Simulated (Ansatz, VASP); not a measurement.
**Two plane-wave programs on Sr3Sn2Bi2**

File INCAR:

```
SYSTEM = Sr3Sn2Bi2
PREC     = Accurate       ! precision mode
ENCUT    = 520            ! plane-wave cutoff, eV
EDIFF    = 1E-7           ! SCF threshold, eV
ISMEAR   = 1              ! smearing method
SIGMA    = 0.15           ! smearing width, eV
LREAL    = .FALSE.        ! projectors in reciprocal space
LASPH    = .TRUE.         ! aspherical terms in the spheres
NELM     = 100            ! most SCF steps
ALGO     = Normal         ! electronic algorithm
ISIF     = 2              ! what is computed and relaxed
LWAVE    = .FALSE.        ! write WAVECAR
LCHARG   = .FALSE.        ! write CHGCAR
GGA      = PE             ! functional
NBANDS   = 53             ! bands
```

File KPOINTS:

```
Automatic mesh
0
G
  5 5 5
  0 0 0
```

File POSCAR:

```
Sr3Sn2Bi2
1.0
    0.0000000000      0.0000000000      5.3031900000
    4.6582900000      0.0000000000      0.0000000000
    2.3291450000     10.4613790000     -2.6515950000
Bi Sn Sr
2 2 3
Direct
    0.4378000000      0.0622000000      0.8756000000
    0.5622000000      0.9378000000      0.1244000000
    0.3629000000      0.6371000000      0.7258000000
    0.6371000000      0.3629000000      0.2742000000
    0.0000000000      0.5000000000      0.0000000000
    0.1829000000      0.8171000000      0.3658000000
    0.8171000000      0.1829000000      0.6342000000
```

Input for Ansatz:

```yaml
crystal:
  lattice:
    - [0.0, 0.0, 5.30319]
    - [4.65829, 0.0, 0.0]
    - [2.329145, 10.461379, -2.651595]
  atoms:
    - { symbol: Bi, position: [0.4378, 0.0622, 0.8756] }
    - { symbol: Bi, position: [0.5622, 0.9378, 0.1244] }
    - { symbol: Sn, position: [0.3629, 0.6371, 0.7258] }
    - { symbol: Sn, position: [0.6371, 0.3629, 0.2742] }
    - { symbol: Sr, position: [0.0, 0.5, 0.0] }
    - { symbol: Sr, position: [0.1829, 0.8171, 0.3658] }
    - { symbol: Sr, position: [0.8171, 0.1829, 0.6342] }
  symmetry: { tolerance: 0.0003 }
kpoints:
  mp_grid: { grid: [5, 5, 5], shift: [0, 0, 0] }
magnetization:
  spin_polarized: false
scf:
  occupations: { method: cold, width: 0.15 }
  convergence: { dr2_threshold: 1.0e-11 }
hamiltonian:
  pseudopotentials: { kind: paw }
  xc: pbe
basis:
  ecutwfc: 420
output:
  forces: true
  stress: true
  eigenvalues: true
```

Alike in both runs: task single point; functional PBE; k mesh 5 × 5 × 5; no spin polarisation.

|  | VASP | Ansatz |
| --- | --- | --- |
| version | VASP 6.6.1 | Ansatz 0.2.0 |
| potentials or method | VASP PAW PBE potentials, release 64 (Bi_d, Sn_d, Sr_sv), cutoff 520 eV | PAW plane waves |
| occupations | methfessel-paxton of order 1, width 0.15 eV | cold, width 0.15 eV |
| valence electrons in the cell | 88 | 88 |

VASP gave:

```
gap on the k mesh at the Fermi level (eV)                     : none
pressure (GPa)                                                : 4.8
traceless stress, the component that is largest in VASP (GPa) : -7.35
rms of the force components (eV/Å)                            : 1.259
```

**Question.** What did Ansatz give for the same quantities?

**Answer.** gap on the k mesh at the Fermi level (eV): none; pressure (GPa): 4.7; traceless stress, the component that is largest in VASP (GPa): -7.30; rms of the force components (eV/Å): 1.252.

Atom by atom the forces differ by 0.007 eV/Å (rms over components). A gap of «none» marks a metal or a gap that the smearing closes.

Neither program's run includes spin-orbit coupling.
